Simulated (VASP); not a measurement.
**TaN: single point with PBE**

Crystal: TaN.

```
CELL_PARAMETERS angstrom
3.05000 0.00000 0.00000
-1.52500 2.64138 0.00000
0.00000 0.00000 4.94000
ATOMIC_POSITIONS crystal
Ta 0.33333 0.66667 0.00000
Ta 0.66667 0.33333 0.50000
N 0.33333 0.66667 0.38500
N 0.66667 0.33333 0.88500
```

```json
{
  "Program": "VASP 6.6.1",
  "Task": "single point",
  "Functional": "PBE",
  "Potentials or basis": "VASP PAW PBE potentials, release 64 (Ta_pv, N)",
  "Cutoff": "520 eV",
  "k mesh": "3 × 3 × 2",
  "Occupations": "gaussian, width 0.1 eV",
  "Spin": "no spin polarisation"
}
```

* Pressure: 138.2 GPa
* Largest force: 3.656 eV/Å
* Band gap on the k mesh: zero (bands 16 and 17 overlap by 2.86 eV)

Forces in eV/Å, atoms in the order of the input:
```
Ta   0.000  0.000  3.656
Ta   0.000  0.000  3.656
N    0.000  0.000 -3.656
N    0.000  0.000 -3.656
```

Stress tensor (GPa, compression positive):
```
138.14   0.00   0.00
  0.00 138.14   0.00
  0.00   0.00 138.44
```

Levels at points of the mesh, in eV from the Fermi level:
| k point | band 14 | band 15 | band 16 | band 17 | band 18 | band 19 |
| --- | --- | --- | --- | --- | --- | --- |
| (0.00, 0.00, 0.00) | -7.01 | -0.31 | -0.31 | 0.17 | 2.69 | 3.20 |
| (0.00, 0.00, 0.50) | -7.94 | 1.73 | 1.73 | 1.73 | 1.73 | 2.39 |

Run time: 11 s on 1 thread of Intel Xeon 8259CL, on a shared host, peak memory 0.16 GiB.

Caveat: the k points lie up to 0.79 Å⁻¹ apart, too coarse for converged energies and pressures of a metal; spin-orbit coupling is left out, which moves the levels of the heavy elements; forces of over 1 eV/Å act on the atoms, so gaps and moduli don't describe the material at rest.
